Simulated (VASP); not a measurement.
A run of VASP 6.6.1 is set up as follows.

The input INCAR:

```
AGGAC = 1.0
AGGAX = 1.0
ALDAC = 0.0
ALDAX = 1.0
ALGO = Normal
EDIFF = 1E-6
ENCUT = 520
GGA = B5
ISIF = 2
ISMEAR = -1
IVDW = 13
LASPH = T
LCHARG = F
LREAL = F
LWAVE = F
NBANDS = 20
NELM = 100
PREC = Accurate
SIGMA = 0.025
VDW_A1 = 0.44488865
VDW_A2 = 4.0933009
VDW_S6 = 1.0
VDW_S8 = 2.34076671
```

Contents of KPOINTS:

```
k-points
0
Gamma
  9 9 9
```

Contents of POSCAR:

```
PbO2
1.0
    0.0000000000      2.6468338291      2.6468338291
    2.6468338291      0.0000000000      2.6468338291
    2.6468338291      2.6468338291      0.0000000000
Pb O
1 2
Direct
    0.0000000000      0.0000000000      0.0000000000
    0.7500000000      0.7500000000      0.7500000000
    0.2500000000      0.2500000000      0.2500000000
```

Potentials or basis: VASP PAW PBE potentials, release 64 (Pb_d, O).

Launch:

```sh
$ cat potpaw_PBE.64/Pb_d/POTCAR potpaw_PBE.64/O/POTCAR > POTCAR
$ mpirun -np 1 vasp_std > vasp.out
```

Question: Estimate the pressure.

Answer: 10.6 GPa.

Question: Estimate the band gap on the k mesh.

Answer: Zero (band 13 reaches 6.75 eV, above the bottom of band 14 at 5.49 eV).

Caveat: the PAW data sets were made with another functional, which shifts forces and pressure a little; spin-orbit coupling is left out, which moves the levels of the heavy elements; pairwise dispersion overbinds metals, which lowers pressure and volume.
